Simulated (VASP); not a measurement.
A run of VASP 6.6.1:

The input INCAR:

```
PREC     = Accurate       # precision mode
ENCUT    = 520            # plane-wave cutoff, eV
EDIFF    = 1E-6           # SCF threshold, eV
ISMEAR   = -1             # smearing method
SIGMA    = 0.03           # smearing width, eV
LREAL    = False          # projectors in reciprocal space
LASPH    = True           # aspherical terms in the spheres
NELM     = 80             # most SCF steps
ALGO     = Normal         # electronic algorithm
ISIF     = 2              # what is computed and relaxed
LWAVE    = False          # write WAVECAR
LCHARG   = False          # write CHGCAR
GGA      = PS             # functional
NBANDS   = 43             # bands
```

KPOINTS

```
Automatic mesh
0
Gamma
  4 4 6
```

POSCAR

```
Tl2PbCl4
1.0
    7.6312231222      0.0000000000      0.0000000000
    0.0000000000      7.6312231222      0.0000000000
    0.0000000000      0.0000000000      3.8669091937
Tl Pb Cl
2 1 4
Direct
    0.5000000000      0.0000000000      0.5000000000
    0.0000000000      0.5000000000      0.5000000000
    0.0000000000      0.0000000000      0.0000000000
    0.2529863721      0.7470136279      0.0000000000
    0.2529863721      0.2529863721      0.0000000000
    0.7470136279      0.7470136279      0.0000000000
    0.7470136279      0.2529863721      0.0000000000
```

Potentials or basis: VASP PAW PBE potentials, release 64 (Tl_d, Pb_d, Cl).

Launch:

```console
$ cat potpaw_PBE.64/Tl_d/POTCAR potpaw_PBE.64/Pb_d/POTCAR potpaw_PBE.64/Cl/POTCAR > POTCAR
$ mpirun -np 1 vasp_std > vasp.out
```

Hardware: 1 thread of Intel Xeon 8259CL (shared host).

Problem. How long does it take, and how much memory?

Solution. Wall time 7.7 min on 1 thread of Intel Xeon 8259CL, on a shared host, peak memory 0.45 GiB. Counts: scf iterations 15, k points 24.
